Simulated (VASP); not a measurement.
Runs of VASP 6.6.1 on CuF. The structure is that of space group P6_3/mmc (No. 194), or close to it. The cells are those of the table. 

| level | potentials or basis | cell | k mesh | cutoff (eV) | gap on the mesh (eV) | pressure (GPa) |
| --- | --- | --- | --- | --- | --- | --- |
| PBE | VASP PAW PBE potentials, release 64 (Cu_sv_GW, F) | a = 3.536, b = 3.536, c = 5.515 Å, angles 90.0, 90.0, 120.0°, 4 atoms | 12 × 12 × 6 | 700 | none | (b) |
| LDA | VASP PAW LDA potentials, release 64 (Cu_sv_GW, F) | a = 3.509, b = 3.509, c = 5.083 Å, angles 90.0, 90.0, 120.0°, 4 atoms | 12 × 12 × 6 | 700 | none | (a) |
| r2SCAN | VASP PAW PBE potentials, release 64 (Cu_sv_GW, F) | a = 3.509, b = 3.509, c = 5.083 Å, angles 90.0, 90.0, 120.0°, 4 atoms | 12 × 12 × 4 | 770 | none | -1.6 |
| PBEsol | VASP PAW PBE potentials, release 64 (Cu_sv_GW, F) | a = 3.489, b = 3.489, c = 5.104 Å, angles 90.0, 90.0, 120.0°, 4 atoms | 12 × 12 × 4 | 700 | none | -2.1 |
| PBE | VASP PAW PBE potentials, release 64 (Cu_sv_GW, F) | a = 3.509, b = 3.509, c = 5.083 Å, angles 90.0, 90.0, 120.0°, 4 atoms | 12 × 12 × 6 | 700 | none | 2.2 |

Alike in all rows: task single point; no spin polarisation; smearing fermi-dirac 0.02 eV.

Question: Estimate the missing entries.

Answer: (a) -7.7; (b) -2.0.

Caveats: the PAW data sets were made with another functional, which shifts forces and pressure a little (at least some runs); the cell stands under tension (at least some runs).

A gap of «none» marks levels without a gap at the run's occupations.
